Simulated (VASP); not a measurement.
Set up this calculation in VASP 6.6.1, as the native input.

- Task: single point
- Functional: r2SCAN
- Potentials or basis: VASP PAW PBE potentials, release 64 (Zn)
- Cutoff: 520 eV
- k mesh: 23 × 23 × 11
- Occupations: fermi-dirac, width 0.1 eV
- Spin: no spin polarisation
- Dipole correction: no
- Further INCAR settings: ALGO = Normal; EDIFF = 1e-07; NBANDS = 19

Zn:

```
Zn
1.0
     2.58333    0.00000    0.00000
    -1.29167    2.23723    0.00000
     0.00000    0.00000    4.77350
Zn
2
Direct
  0.33333 0.66667 0.25000
  0.66667 0.33333 0.75000
```

These files were run (other wordings do the same):

POSCAR

```
Zn
1.0
    2.5833334958      0.0000000000      0.0000000000
   -1.2916667479      2.2372324338      0.0000000000
    0.0000000000      0.0000000000      4.7734997071
Zn
2
Direct
    0.3333333333      0.6666666667      0.2500000000
    0.6666666667      0.3333333333      0.7500000000
```

INCAR.step1

```
SYSTEM = Zn
PREC = Accurate
ENCUT = 520
ISMEAR = -1
SIGMA = 0.1
LREAL = .False.
LASPH = .True.
NELM = 80
NBANDS = 19
GGA = PE
ALGO = Normal
EDIFF = 1E-4
LWAVE = .True.
LCHARG = .False.
```

INCAR.step2

```
SYSTEM = Zn
PREC = Accurate
ENCUT = 520
EDIFF = 1E-7
ISMEAR = -1
SIGMA = 0.1
LREAL = .False.
LASPH = .True.
NELM = 80
ALGO = Normal
ISIF = 2
LWAVE = .False.
LCHARG = .False.
METAGGA = R2SCAN
LMIXTAU = .True.
NBANDS = 19
ISTART = 1
```

KPOINTS

```
regular mesh
0
Gamma
  23 23 11
  0 0 0
```

Potentials or basis: VASP PAW PBE potentials, release 64 (Zn).

Launch:

```sh
$ cat potpaw_PBE.64/Zn/POTCAR > POTCAR
$ cp INCAR.step1 INCAR
$ mpirun -np 1 vasp_std > vasp.out
$ cp INCAR.step2 INCAR
$ mpirun -np 1 vasp_std > vasp.out
```

It gave:

```yaml
Pressure: 4.8 GPa
Band_gap_on_the_k_mesh: zero (bands 12 and 13 overlap by 4.71 eV)
```

Caveat: the cell stands under pressure; the PAW data sets were made with another functional, which shifts forces and pressure a little.

It took 17 min on 1 thread of Intel Xeon 8259CL, with other jobs on the host, peak memory 0.26 GiB.
